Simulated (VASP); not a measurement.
# Ti (P6_3/mmc) in VASP: further runs

The runs below take Ti through single point, with PBE.

Program: VASP 6.6.1. These are calculated values, not measurements. Logs are shortened: lines on timing, memory, paths and dates and some standing lists are left out, and cuts for length are marked.

### 1 The cell of the first run

Symmetry: P6_3/mmc, No. 194, hexagonal system. The conventional cell has a = 2.940 Å, b = 2.940 Å, c = 4.648 Å, α = 90.00°, β = 90.00°, γ = 120.00°. Ti (site symmetry -6m2) has 12 Ti at 2.88 to 2.94 Å within 3.8 Å.

### 2 Single point, PBE

File INCAR:

```
PREC = Accurate ; ENCUT = 520
EDIFF = 1E-7 ; ISMEAR = -1
SIGMA = 0.05 ; LREAL = F
LASPH = T ; NELM = 80
ALGO = Normal ; ISIF = 2
LWAVE = F ; LCHARG = F
GGA = PE ; NBANDS = 19
```

File KPOINTS:

```
Automatic mesh
0
Gamma
  10 10 6
```

File POSCAR:

```
Ti
1.0
    2.9399866626      0.0000000000      0.0000000000
   -1.4699933313      2.5461031366      0.0000000000
    0.0000000000      0.0000000000      4.6484578733
Ti
2
Direct
    0.6666666667      0.3333333333      0.7500000000
    0.3333333333      0.6666666667      0.2500000000
```

Potentials or basis: VASP PAW PBE potentials, release 64 (Ti_sv).

On the command line:

```
$ cat potpaw_PBE.64/Ti_sv/POTCAR > POTCAR
$ mpirun -np 1 vasp_std > vasp.out
```

OUTCAR:

```text
PREC = Accurate
   ENCUT = 520
   EDIFF = 1E-7
   ISMEAR = -1
   LREAL = F
   LASPH = T
   NELM = 80
   ISIF = 2
   GGA = PE

 ion  position               nearest neighbor table
   1  0.667  0.333  0.750-   2 2.88   2 2.88   2 2.88   2 2.88   2 2.88   2 2.88
   2  0.333  0.667  0.250-   1 2.88   1 2.88   1 2.88   1 2.88   1 2.88   1 2.88

  LATTYP: Found a hexagonal cell.
 ALAT       =     2.9399866626
 C/A-ratio  =     1.5811152929

  Lattice vectors:

 A1 = (   2.9399866626,   0.0000000000,   0.0000000000)
 A2 = (  -1.4699933313,   2.5461031366,   0.0000000000)
 A3 = (   0.0000000000,   0.0000000000,   4.6484578733)

Analysis of symmetry for initial positions (statically):
=====================================================================
 Subroutine PRICEL returns:
 Original cell was already a primitive cell.

 Routine SETGRP: Setting up the symmetry group for a
 hexagonal supercell.

 Subroutine GETGRP returns: Found 24 space group operations
 (whereof 12 operations were pure point group operations)
 out of a pool of 24 trial point group operations.

The static configuration has the point symmetry D_3d.
 The point group associated with its full space group is D_6h.

Analysis of symmetry for dynamics (positions and initial velocities):
=====================================================================
 Subroutine PRICEL returns:
 Original cell was already a primitive cell.

 Routine SETGRP: Setting up the symmetry group for a
 hexagonal supercell.

 Subroutine GETGRP returns: Found 24 space group operations
 (whereof 12 operations were pure point group operations)
 out of a pool of 24 trial point group operations.

The dynamic configuration has the point symmetry D_3d.
 The point group associated with its full space group is D_6h.

 Subroutine INISYM returns: Found 24 space group operations
 (whereof 12 operations are pure point group operations),
 and found     1 'primitive' translations

----------------------------------------------------------------------------------------

                                     Primitive cell

  volume of cell :      34.7961

  direct lattice vectors                    reciprocal lattice vectors
     2.939986663  0.000000000  0.000000000     0.340137597  0.196378533  0.000000000
    -1.469993331  2.546103137  0.000000000     0.000000000  0.392757067  0.000000000
     0.000000000  0.000000000  4.648457873     0.000000000  0.000000000  0.215125108

  length of vectors
     2.939986663  2.939986663  4.648457873     0.392757067  0.392757067  0.215125108

  position of ions in fractional coordinates (direct lattice)
     0.666666667  0.333333333  0.750000000
     0.333333333  0.666666667  0.250000000

  ion indices of the primitive-cell ions
   primitive index   ion index
                 1           1
                 2           2

----------------------------------------------------------------------------------------

 KPOINTS: Automatic mesh

Automatic generation of k-mesh.
 Grid dimensions read from file:
 generate k-points for:   10   10    6

 Generating k-lattice:

  Cartesian coordinates                     Fractional coordinates (reciprocal lattice)
     0.034013760  0.019637853  0.000000000     0.100000000  0.000000000  0.000000000
     0.000000000  0.039275707  0.000000000     0.000000000  0.100000000  0.000000000
     0.000000000  0.000000000  0.035854185     0.000000000  0.000000000  0.166666667

  Length of vectors
     0.039275707  0.039275707  0.035854185

  Shift w.r.t. Gamma in fractional coordinates (k-lattice)
     0.000000000  0.000000000  0.000000000

 Subroutine IBZKPT returns following result:
 ===========================================

 Found     56 irreducible k-points:

 Following reciprocal coordinates:
            Coordinates               Weight
  0.000000  0.000000  0.000000      1.000000
  0.100000 -0.000000  0.000000      6.000000
  0.200000 -0.000000  0.000000      6.000000
  0.300000 -0.000000  0.000000      6.000000
  0.400000 -0.000000  0.000000      6.000000
  0.500000 -0.000000  0.000000      3.000000
[... 16 lines left out ...]
  0.300000  0.100000  0.166667     24.000000
  0.400000  0.100000  0.166667     24.000000
 [... further k-points ...]
   k-points           NKPTS =     56   k-points in BZ     NKDIM =     56   number of bands    NBANDS=     19
   number of dos      NEDOS =    301   number of ions     NIONS =      2
   total plane-waves  NPLWV =  20736
   dimension x,y,z NGX =    24 NGY =   24 NGZ =   36
   dimension x,y,z NGXF=    48 NGYF=   48 NGZF=   72
   ions per type =               2
   NGX,Y,Z   is equivalent  to a cutoff of  13.57, 13.57, 12.87 a.u.
   NGXF,Y,Z  is equivalent  to a cutoff of  27.14, 27.14, 25.75 a.u.
 SYSTEM =  unknown system
   PREC   = accura    normal or accurate (medium, high low for compatibility)
   ISTART =      0    job   : 0-new  1-cont  2-samecut
   ICHARG =      2    charge: 1-file 2-atom 10-const
   ISPIN  =      1    spin polarized calculation?
   LNONCOLLINEAR =      F non collinear calculations
   LSORBIT =      F    spin-orbit coupling
   LASPH  =      T    aspherical Exc in radial PAW
   ENCUT  =  520.0 eV  38.22 Ry    6.18 a.u.   5.47  5.47  8.64*2*pi/ulx,y,z
   NELM   =     80;   NELMIN=  2; NELMDL= -5     # of ELM steps
   EDIFF  = 0.1E-06   stopping-criterion for ELM
   LREAL  =      F    real-space projection
   EDIFFG = 0.1E-05   stopping-criterion for IOM
   NSW    =      0    number of steps for IOM
   IBRION =     -1    ionic relax: 0-MD 1-quasi-New 2-CG
   NFREE  =      0    steps in history (QN), initial steepest desc. (CG)
   ISIF   =      2    stress and relaxation
   ISYM   =      2    0-nonsym 1-usesym 2-fastsym
   POTIM  = 0.5000    time-step for ionic-motion
   TEBEG  =    0.0;   TEEND  =   0.0 temperature during run
   PSTRESS=    0.0 pullay stress
   NELECT =      24.0000    total number of electrons
   NUPDOWN=      -1.0000    fix difference up-down
   EMIN   =  10.00;   EMAX   =-10.00  energy-range for DOS
   EFERMI =   0.00;   METHOD = LEGACY
   ISMEAR =    -1;   SIGMA  =   0.05  broadening in eV -4-tet -1-fermi 0-gaus
   EFERMI_NEDOS =   21; number of points for ismear=-14 and -15
   IALGO  =     38    algorithm
   IMIX   =      4    mixing-type and parameters
     AMIX     =   0.40;   BMIX     =  1.00
     AMIX_MAG =   1.60;   BMIX_MAG =  1.00
  volume/ion in A,a.u.               =      17.40       117.41
  Fermi-wavevector in a.u.,A,eV,Ry     =   1.446445  2.733384 28.466139  2.092202
  Thomas-Fermi vector in A             =   2.564512
   LORBIT       =      0    0 simple, 1 ext, 2 COOP (PROOUT), +10 PAW based schemes
   GGA     = PE    functional components
   LHFCALC =     F    Hartree Fock is set to
   AEXX    =    0.0000 exact exchange contribution
   IVDW    =     0    specifies the selected vdW correction
   LEPSILON=     F    determine dielectric tensor
   LRPA    =     F    only Hartree local field effects (RPA)
 non-spin polarized calculation
  energy-cutoff  :      520.00
  volume of cell :       34.80
 maximum number of plane-waves:       971
 NGX is ok and might be reduce to    24
   NGX = 11   NGY = 11   NGZ = 17

 number of electron      24.0000002 magnetization

 Free energy of the ion-electron system (eV)
  ---------------------------------------------------
  ext. energy  EPLUGINS =         0.00000000
  ---------------------------------------------------
  free energy    TOTEN  =       -15.67869258 eV

  energy without entropy =      -15.65912760  energy(sigma->0) =      -15.66891009

 E-fermi :   8.3089     XC(G=0): -11.4896

 val. band max:        8.2905370534   @ k =   0.1000  -0.0000   0.1667
 cond. band min:       8.3233974291   @ k =   0.0000   0.0000   0.3333
 fundamental gap:      0.0328603757
 Fermi energy:         8.3089246195

 k-point     1 :       0.0000    0.0000    0.0000
  band No.  band energies     occupation
      1     -48.5469      2.00000
      2     -48.4103      2.00000
      3     -25.1346      2.00000
      4     -24.4941      2.00000
      5     -24.4941      2.00000
      6     -24.4283      2.00000
[... 11 lines left out ...]
     18       9.9289      0.00000
     19      11.4609      0.00000

 k-point     2 :       0.1000   -0.0000    0.0000
  band No.  band energies     occupation
      1     -48.5373      2.00000
      2     -48.4066      2.00000
      3     -25.1129      2.00000
      4     -24.5378      2.00000
      5     -24.5087      2.00000
      6     -24.4385      2.00000
[... 11 lines left out ...]
     18       9.7795      0.00000
     19      11.5396      0.00000

 k-point     3 :       0.2000   -0.0000    0.0000
  band No.  band energies     occupation
      1     -48.5113      2.00000
      2     -48.3976      2.00000
      3     -25.0524      2.00000
      4     -24.6535      2.00000
      5     -24.5543      2.00000
      6     -24.5455      2.00000
[... 11 lines left out ...]
     18      10.2433      0.00000
     19      11.6860      0.00000

 k-point     4 :       0.3000   -0.0000    0.0000
  band No.  band energies     occupation
      1     -48.4768      2.00000
      2     -48.3887      2.00000
      3     -24.9659      2.00000
      4     -24.7983      2.00000
      5     -24.6913      2.00000
      6     -24.5888      2.00000
[... 11 lines left out ...]
     18      10.9080      0.00000
     19      11.8012      0.00000

 k-point     5 :       0.4000   -0.0000    0.0000
  band No.  band energies     occupation
      1     -48.4450      2.00000
      2     -48.3852      2.00000
      3     -24.9160      2.00000
      4     -24.8762      2.00000
      5     -24.7980      2.00000
      6     -24.6226      2.00000
[... 11 lines left out ...]
     18      11.6503      0.00000
     19      11.8638      0.00000
[... 334 lines left out ...]
      2     -48.4083      2.00000
      3     -25.0383      2.00000
      4     -24.5937      2.00000
      5     -24.5815      2.00000
      6     -24.5226      2.00000
[... 11 lines left out ...]
     18      10.2585      0.00000
     19      11.5906      0.00000

 k-point    22 :       0.2000    0.1000    0.1667
  band No.  band energies     occupation
      1     -48.4826      2.00000
      2     -48.3980      2.00000
      3     -24.9856      2.00000
      4     -24.7146      2.00000
      5     -24.6789      2.00000
      6     -24.5706      2.00000
[... 11 lines left out ...]
     18      10.7764      0.00000
     19      11.6677      0.00000

 k-point    23 :       0.3000    0.1000    0.1667
  band No.  band energies     occupation
      1     -48.4509      2.00000
      2     -48.3903      2.00000
      3     -24.9537      2.00000
      4     -24.8230      2.00000
      5     -24.7544      2.00000
      6     -24.6187      2.00000
[... 11 lines left out ...]
     18      11.3424      0.00000
     19      11.8711      0.00000

 k-point    24 :       0.4000    0.1000    0.1667
  band No.  band energies     occupation
      1     -48.4277      2.00000
      2     -48.3890      2.00000
      3     -24.9819      2.00000
      4     -24.8680      2.00000
      5     -24.7642      2.00000
      6     -24.6403      2.00000
[... 11 lines left out ...]
     18      11.7258      0.00000
     19      12.4414      0.00000

 [... further k-points ...]
[... 5 lines left out ...]
  --------------------------------------------------------------------------------------
  -------------------------------------------------------------------------------------
  Total       -0.0511298     -0.0511298     -0.0701670     -0.0000000      0.0000000      0.0000000
  in kB       -2.3542595     -2.3542595     -3.2308257     -0.0000000      0.0000000      0.0000000
  external PRESSURE =      -2.6464482 kB  Pullay stress =       0.0000000 kB

 VOLUME and BASIS-vectors are now :
 -----------------------------------------------------------------------------
  energy-cutoff  :      520.00
  volume of cell :       34.80
      direct lattice vectors                 reciprocal lattice vectors
     2.939986663  0.000000000  0.000000000     0.340137597  0.196378533  0.000000000
    -1.469993331  2.546103137  0.000000000     0.000000000  0.392757067  0.000000000
     0.000000000  0.000000000  4.648457873     0.000000000  0.000000000  0.215125108

 POSITION                                       TOTAL-FORCE (eV/Angst)
 -----------------------------------------------------------------------------------
      1.46999      0.84870      3.48634        -0.000000      0.000000      0.000000
     -0.00000      1.69740      1.16211         0.000000     -0.000000      0.000000
 -----------------------------------------------------------------------------------
    total drift:                               -0.000000      0.000000     -0.000000

  FREE ENERGIE OF THE ION-ELECTRON SYSTEM (eV)
  ---------------------------------------------------
  free  energy   TOTEN  =       -15.6786925765 eV

  energy  without entropy=      -15.6591276016  energy(sigma->0) =      -15.66891009
```

Wall time 21 s (1 thread of Intel Xeon 6975P-C, shared host); peak memory 0.17 GiB.

Results:

```yaml
Free_energy: -15.6787 eV
Pressure: -0.3 GPa
Band_gap_on_the_k_mesh: zero (band 12 reaches 9.09 eV, above the bottom of band 13 at 8.09 eV)
```

Stress tensor (GPa, compression positive):
```
-0.24  0.00  0.00
 0.00 -0.24  0.00
 0.00  0.00 -0.32
```

### 3 Single point, PBE

This run uses another cell than the first one, of 17.64 Å³/atom, 1.014 times its volume.

File INCAR:

```
ALGO = Normal
EDIFF = 1E-6
ENCUT = 520
GGA = PE
ISIF = 2
ISMEAR = 0
LASPH = True
LCHARG = False
LREAL = False
LWAVE = False
NBANDS = 19
NELM = 80
PREC = Accurate
SIGMA = 0.025
```

File KPOINTS:

```
k-points
0
Gamma
  10 10 6
```

File POSCAR:

```
Ti
1.0
    2.9500000000      0.0000000000      0.0000000000
   -1.4750000000      2.5547749412      0.0000000000
    0.0000000000      0.0000000000      4.6800000000
Ti
2
Direct
    0.6666666667      0.3333333333      0.7500000000
    0.3333333333      0.6666666667      0.2500000000
```

Potentials or basis: VASP PAW PBE potentials, release 64 (Ti_sv).

On the command line:

```
$ cat potpaw_PBE.64/Ti_sv/POTCAR > POTCAR
$ mpirun -np 1 vasp_std > vasp.out
```

Run time: 20 s. Hardware: 1 thread of Intel Xeon 6975P-C, shared host; peak memory 0.17 GiB.

It converged, with:

- Free energy: -15.6656 eV
- Pressure: -1.7 GPa
- Band gap on the k mesh: zero (band 12 reaches 8.94 eV, above the bottom of band 13 at 7.94 eV)

Stress tensor (GPa, compression positive):
```
-1.58  0.00  0.00
 0.00 -1.58  0.00
 0.00  0.00 -1.84
```

Levels at points of the mesh, in eV from the Fermi level:
```csv
k point,band 9,band 10,band 11,band 12,band 13,band 14,band 15,band 16
"(0.00, 0.00, 0.00)",-6.15,-2.63,0.74,0.79,0.79,0.88,1.27,1.27
"(0.50, 0.00, 0.00)",-2.30,-2.09,-1.79,-0.62,0.50,0.63,1.17,3.30
"(0.00, 0.00, 0.50)",-4.32,-4.32,0.10,0.10,0.69,0.69,0.69,0.69
"(0.50, 0.00, 0.50)",-2.48,-2.48,-0.78,-0.78,1.31,1.31,1.72,1.72
```
